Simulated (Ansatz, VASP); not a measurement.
## GaP: VASP beside Ansatz

```
Ga P
1.0
     1.94233    1.12140    6.43456
    -1.94233    1.12140    6.43456
     0.00000   -2.24281    6.43456
Ga P
2 2
Direct
  0.56443 0.56443 0.56443
  0.43557 0.43557 0.43557
  0.94248 0.94248 0.94248
  0.05752 0.05752 0.05752
```

Change from the starting cell: the structure that the rattled cell fell into.

Alike in both runs: functional PBE; k mesh 12 × 12 × 12; occupations gaussian, width 0.02 eV; no spin polarisation.

Ansatz relaxed the structure, and its values are those at the end. VASP's run is a single point on that final structure, the one shown.

|  | VASP | Ansatz |
| --- | --- | --- |
| version | VASP 6.6.1 | Ansatz 0.2.0 |
| potentials or method | VASP PAW PBE potentials, release 64 (Ga_d, P), cutoff 520 eV | scalar-relativistic, plane waves, PAW |
| valence electrons in the cell | 36 | 36 |

Ansatz gave:

- gap on the k mesh at the Fermi level (eV): 0.81
- least direct gap on the mesh (eV): 1.14
- pressure (GPa): 0.0
- rms of the force components (eV/Å): 0.002

What did VASP give for the same quantities?

gap on the k mesh at the Fermi level (eV): 0.81; least direct gap on the mesh (eV): 1.13; pressure (GPa): 0.0; rms of the force components (eV/Å): 0.018.

The functional is the same, so the differences come from potentials, cutoffs and numerics.
